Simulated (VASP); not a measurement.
Al3N: single point with r2SCAN

The system is Al3N, a slab with vacuum.

```xyz
4
Lattice="2.8228 0.0000 0.0000 0.0000 2.8228 0.0000 0.0000 0.0000 19.6007" Properties=species:S:1:pos:R:3 pbc="T T T"
Al    1.4114    1.4114    4.0000
Al    0.0000    0.0000    6.0501
Al    1.4114    1.4114    8.1007
N     2.3523    2.8228    8.2775
```

```yaml
Program: VASP 6.6.1
Task: single point
Functional: r2SCAN
Potentials_or_basis: VASP PAW PBE potentials, release 64 (Al, N)
Cutoff: 520 eV
k_mesh: 9 × 9 × 1
Occupations: gaussian, width 0.1 eV
Spin: no spin polarisation
Dipole_correction: yes
Further_INCAR_settings: ALGO = Normal; EDIFF = 1e-06; NBANDS = 15
```

The largest force is 4.663 eV/Å. The band gap on the k mesh is zero (bands 7 and 8 overlap by 0.77 eV).

Forces on the atoms (eV/Å):
```
Al   0.025  0.000  0.047
Al  -0.292  0.000 -0.019
Al  -4.396  0.000 -0.028
N    4.663  0.000  0.000
```

Levels at points of the mesh, in eV from the Fermi level:
```
           k point  band 3  band 4  band 5  band 6  band 7  band 8  band 9  band 10  band 11  band 12
(0.00, 0.00, 0.00)   -7.77   -4.42   -3.78   -2.98   -1.04    2.34    3.30     4.34     4.46     5.95
```

Run time: 120 s on 1 thread of Intel(R) Xeon(R) 6975P-C (Granite Rapids), with other jobs on the host, peak memory 0.32 GiB.

Caveat: the PAW data sets were made with another functional, which shifts forces and pressure a little.
